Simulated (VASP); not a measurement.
Set up this calculation in VASP 6.6.1, as the native input.

```
Task                   : single point
Functional             : PBE
Potentials or basis    : VASP PAW PBE potentials, release 64 (W_sv, C)
Cutoff                 : 520 eV
k mesh                 : 16 × 16 × 16
Occupations            : fermi-dirac, width 0.08 eV
Spin                   : no spin polarisation
Dipole correction      : no
Further INCAR settings : ALGO = Normal; EDIFF = 1e-06; NBANDS = 16
```

The structure of WC (CsCl type) lies in POSCAR:

```
WC
1.0
    2.4175341847      0.0000000000      0.0000000000
    0.0000000000      2.4175341847      0.0000000000
    0.0000000000      0.0000000000      2.4175341847
W C
1 1
Direct
    0.0000000000      0.0000000000      0.0000000000
    0.5000000000      0.5000000000      0.5000000000
```

The input as run:

INCAR

```
SYSTEM = WC
PREC     = Accurate       ! precision mode
ENCUT    = 520            ! plane-wave cutoff, eV
EDIFF    = 1E-6           ! SCF threshold, eV
ISMEAR   = -1             ! smearing method
SIGMA    = 0.08           ! smearing width, eV
LREAL    = .FALSE.        ! projectors in reciprocal space
LASPH    = .TRUE.         ! aspherical terms in the spheres
NELM     = 100            ! most SCF steps
ALGO     = Normal         ! electronic algorithm
ISIF     = 2              ! what is computed and relaxed
LWAVE    = .FALSE.        ! write WAVECAR
LCHARG   = .FALSE.        ! write CHGCAR
GGA      = PE             ! functional
NBANDS   = 16             ! bands
```

KPOINTS

```
regular mesh
0
G
  16 16 16
  0 0 0
```

Potentials or basis: VASP PAW PBE potentials, release 64 (W_sv, C).

Launch:

```sh
$ cat potpaw_PBE.64/W_sv/POTCAR potpaw_PBE.64/C/POTCAR > POTCAR
$ mpirun -np 1 vasp_std > vasp.out
```

It gave:

```json
{"Pressure": "288.9 GPa", "Band gap on the k mesh": "zero (band 9 reaches 28.47 eV, above the bottom of band 10 at 16.43 eV)"}
```

Caveat: spin-orbit coupling is left out, which moves the levels of the heavy elements.

Run time: 12 s on 1 thread of Intel(R) Xeon(R) 6975P-C (Granite Rapids), on a shared host, peak memory 0.15 GiB.
